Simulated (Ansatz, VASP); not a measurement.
# Two plane-wave programs on CsH

```
Cs H
1.0
     0.00000    3.31552    2.93296
     3.31552    0.00000    2.93296
     3.31552    3.31552    0.00000
Cs H
1 1
Direct
  0.00000 0.00000 0.00000
  0.50000 0.50000 0.50000
```

Change from the starting cell: strain +0.040 along x and y, -0.080 along z, atoms carried along.

Alike in both runs: task single point; functional LDA; k mesh 8 × 8 × 8; occupations gaussian, width 0.05 eV; no spin polarisation.

```csv
,VASP,Ansatz
version,VASP 6.6.1,Ansatz 0.2.0
potentials or method,"VASP PAW LDA potentials, release 64 (Cs_sv, H), cutoff 520 eV","scalar-relativistic, plane waves, PAW"
valence electrons in the cell,10,10
```

Ansatz gave:

```
gap on the k mesh at the Fermi level (eV)                     : 1.87
least direct gap on the mesh (eV)                             : 1.87
pressure (GPa)                                                : -0.8
traceless stress, the component that is largest in VASP (GPa) : 1.92
```

**Question.** Estimate VASP's values.

**Answer.** gap on the k mesh at the Fermi level (eV): 1.85; least direct gap on the mesh (eV): 1.85; pressure (GPa): -0.8; traceless stress, the component that is largest in VASP (GPa): 1.97.

LDA's correlation is that of Perdew and Zunger in VASP and of Perdew and Wang (1992) in Ansatz.

Neither program's run includes spin-orbit coupling.
